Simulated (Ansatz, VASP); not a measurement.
## LiF: VASP beside Ansatz

File INCAR:

```
SYSTEM = LiF
PREC = Accurate
ENCUT = 520
EDIFF = 1E-6
ISMEAR = 0
SIGMA = 0.05
LREAL = .False.
LASPH = .True.
NELM = 100
ALGO = Normal
ISIF = 2
LWAVE = .False.
LCHARG = .False.
NBANDS = 18
```

Contents of KPOINTS:

```
Automatic mesh
0
Gamma
  9 9 6
  0 0 0
```

Contents of POSCAR:

```
LiF
1.0
    2.9891653228      0.0000000000      0.0000000000
   -1.4945826614      2.5886931057      0.0000000000
    0.0000000000      0.0000000000      4.9407913621
Li F
2 2
Direct
    0.3333333333      0.6666666667      0.3839784076
    0.6666666667      0.3333333333      0.8839784076
    0.3333333333      0.6666666667      0.9910195924
    0.6666666667      0.3333333333      0.4910195924
```

Input for Ansatz:

```yaml
crystal:
  lattice:
    - [2.9891653228, 0.0, 0.0]
    - [-1.4945826614, 2.5886931057, 0.0]
    - [0.0, 0.0, 4.9407913621]
  atoms:
    - { symbol: Li, position: [0.3333333333, 0.6666666667, 0.3839784076] }
    - { symbol: Li, position: [0.6666666667, 0.3333333333, 0.8839784076] }
    - { symbol: F, position: [0.3333333333, 0.6666666667, 0.9910195924] }
    - { symbol: F, position: [0.6666666667, 0.3333333333, 0.4910195924] }
basis:
  ecutwfc: 520.0
kpoints:
  mp_grid: { grid: [9, 9, 6] }
hamiltonian:
  xc: lda
scf:
  occupations: { method: gaussian, width: 0.05 }
output:
  forces: true
  stress: true
  eigenvalues: true
  write_density: true
  write_potential: true
  elf: true
  volumetric_format: npy
```

Alike in both runs: task single point; functional LDA; k mesh 9 × 9 × 6; occupations gaussian, width 0.05 eV; no spin polarisation.

```csv
,VASP,Ansatz
version,VASP 6.6.1,Ansatz 0.2.0
potentials or method,"VASP PAW LDA potentials, release 64 (Li_sv, F), cutoff 520 eV","scalar-relativistic, plane waves, PAW"
valence electrons in the cell,20,20
```

```csv
,VASP,Ansatz,Ansatz less VASP
gap on the k mesh at the Fermi level (eV),7.72,7.73,+0.016
least direct gap on the mesh (eV),7.72,7.73,+0.016
rms of the force components (eV/Å),0.138,0.136,-0.0019
```

LDA's correlation is that of Perdew and Zunger in VASP and of Perdew and Wang (1992) in Ansatz. Atom by atom the forces differ by 0.002 eV/Å (rms over components).

Noted on VASP's run: the cutoff is under 1.25 times that of the potentials, so the pressure is a little rough.
